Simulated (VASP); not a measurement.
Write the native input for VASP 6.6.1 that does the following.

| Property | Result |
| --- | --- |
| Task | single point |
| Functional | PBE |
| Potentials or basis | VASP PAW PBE potentials, release 64 (Co) |
| Cutoff | 520 eV |
| k mesh | 20 × 20 × 12 |
| Occupations | gaussian, width 0.05 eV |
| Spin | collinear spin, ferromagnetic start |
| Starting moments | [1.84, 1.84] μB |
| Dipole correction | no |
| Further INCAR settings | ALGO = Normal; EDIFF = 1e-06; NBANDS = 20 |

The structure of Co lies in POSCAR:

```
Co
1.0
    2.4604246365      0.0000000000      0.0000000000
   -1.2302123183      2.1307902393      0.0000000000
    0.0000000000      0.0000000000      3.9742836600
Co
2
Direct
    0.3333333333      0.6666666667      0.2500000000
    0.6666666667      0.3333333333      0.7500000000
```

One way to write it, as run:

INCAR

```
PREC = Accurate ; ENCUT = 520
EDIFF = 1E-6 ; ISMEAR = 0
SIGMA = 0.05 ; LREAL = F
LASPH = T ; NELM = 150
ALGO = Normal ; ISIF = 2
LWAVE = F ; LCHARG = F
ISPIN = 2 ; MAGMOM = 1.84 1.84
LORBIT = 11 ; LMAXMIX = 4
GGA = PE ; NBANDS = 20
```

KPOINTS

```
Automatic mesh
0
Gamma
  20 20 12
```

Potentials or basis: VASP PAW PBE potentials, release 64 (Co).

The run is started by

```sh
$ cat potpaw_PBE.64/Co/POTCAR > POTCAR
$ mpirun -np 1 vasp_std > vasp.out
```

Results of the run:

| Quantity | Value |
| --- | --- |
| Pressure | 8.8 GPa |
| Net moment | 3.15 μB per cell |
| Site moments | Co +1.59 μB |
| Valence electrons inside the program's atomic spheres | Co 8.36 |

Caveat: the cell stands under pressure.

Run time: 6 min on 1 thread of Intel Xeon 8259CL, on a shared host, peak memory 0.28 GiB.
